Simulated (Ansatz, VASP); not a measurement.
One calculation of NbN, two programs

```xyz
6
Lattice="3.1018 0.0000 0.0000 -1.5509 2.6863 0.0000 0.0000 0.0000 7.5655" Properties=species:S:1:pos:R:3 pbc="T T T"
Nb    0.0000    0.0000    0.0000
Nb    0.0000    1.7908    2.5218
Nb    1.5509    0.8954    5.0436
N     1.5509    0.8954    1.2609
N     0.0000    0.0000    3.7827
N     0.0000    1.7908    6.3045
```

Alike in both runs: functional PBEsol; k mesh 12 × 12 × 6; occupations gaussian, width 0.1 eV; no spin polarisation.

Ansatz relaxed the structure, and its values are those at the end. VASP's run is a single point on that final structure, the one shown.

|  | VASP | Ansatz |
| --- | --- | --- |
| version | VASP 6.6.1 | Ansatz 0.2.0 |
| potentials or method | VASP PAW PBE potentials, release 64 (Nb_sv, N), cutoff 600 eV | scalar-relativistic, plane waves, PAW |
| valence electrons in the cell | 54 | 54 |

|  | VASP | Ansatz | Ansatz less VASP |
| --- | --- | --- | --- |
| gap on the k mesh at the Fermi level (eV) | none | none | - |
| pressure (GPa) | -0.7 | 0.0 | +0.65 |

VASP's potentials were made for PBE, not for PBEsol. A gap of «none» marks a metal or a gap that the smearing closes. With one functional, cell and mesh, what is left measures potentials, basis and numerics.
